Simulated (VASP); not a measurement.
The system is HgTe.

```xyz
2
Lattice="0.0000 3.2900 3.2900 3.2900 0.0000 3.2900 3.2900 3.2900 0.0000" Properties=species:S:1:pos:R:3 pbc="T T T"
Hg    0.0000    0.0000    0.0000
Te    1.6450    1.6450    1.6450
```

* Program: VASP 6.6.1
* Task: relaxation of cell and atoms
* Functional: PBE
* Potentials or basis: VASP PAW PBE potentials, release 64 (Hg, Te)
* Cutoff: 600 eV
* k mesh: 12 × 12 × 12
* Occupations: gaussian, width 0.1 eV
* Spin: no spin polarisation

At the start: pressure 1.3 GPa; volume 35.61 Å³/atom.

Question: Where does the relaxation end?

Answer: Over 3 steps the energy falls by 4.7 meV/atom and the volume is 36.84 Å³/atom (+3.4 %); space group F-43m (No. 216, to 0.05 Å).

The path:
```
step  energy change (eV)  largest force (eV/Å)  pressure (GPa)  volume (Å³)
   1              0.0000                0.0000            1.26        71.22
   2             -0.0090                0.0000           -0.22        74.16
   3             -0.0094                0.0000            0.00        73.67
```

Final structure:
```
CELL_PARAMETERS angstrom
0.00000 3.32729 3.32729
3.32729 0.00000 3.32729
3.32729 3.32729 0.00000
ATOMIC_POSITIONS crystal
Hg 0.00000 0.00000 0.00000
Te 0.25000 0.25000 0.25000
```
